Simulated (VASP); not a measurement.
Ag7B16 (a cell with a defect), 23 atoms in the cell. The cell holds a defect, 23 atoms: a = 6.026 Å, b = 6.026 Å, c = 6.508 Å, α = 90.00°, β = 90.00°, γ = 120.00°. 

| Item | Value |
| --- | --- |
| Program | VASP 6.6.1 |
| Task | single point |
| Functional | PBE |
| Potentials or basis | VASP PAW PBE potentials, release 64 (B, Ag) |
| Cutoff | 520 eV |
| k mesh | 3 × 3 × 2 |
| Occupations | methfessel-paxton, width 0.15 eV |
| Spin | no spin polarisation |
| Dipole correction | no |
| Further INCAR settings | LREAL = Auto; ALGO = Normal; EDIFF = 1e-07; NBANDS = 80 |

Potentials or basis: VASP PAW PBE potentials, release 64 (B, Ag).

Command:

```console
$ cat potpaw_PBE.64/B/POTCAR potpaw_PBE.64/Ag/POTCAR > POTCAR
$ mpirun -np 1 vasp_std > vasp.out
```

Hardware: 1 thread of Intel(R) Xeon(R) Platinum 8488C (Sapphire Rapids), with other jobs on the host.

Question: How long does it take, and how much memory?

Answer: Run time: 6.1 min on 1 thread of Intel(R) Xeon(R) Platinum 8488C (Sapphire Rapids), with other jobs on the host, peak memory 0.37 GiB. Counts: scf iterations 18, k points 10.
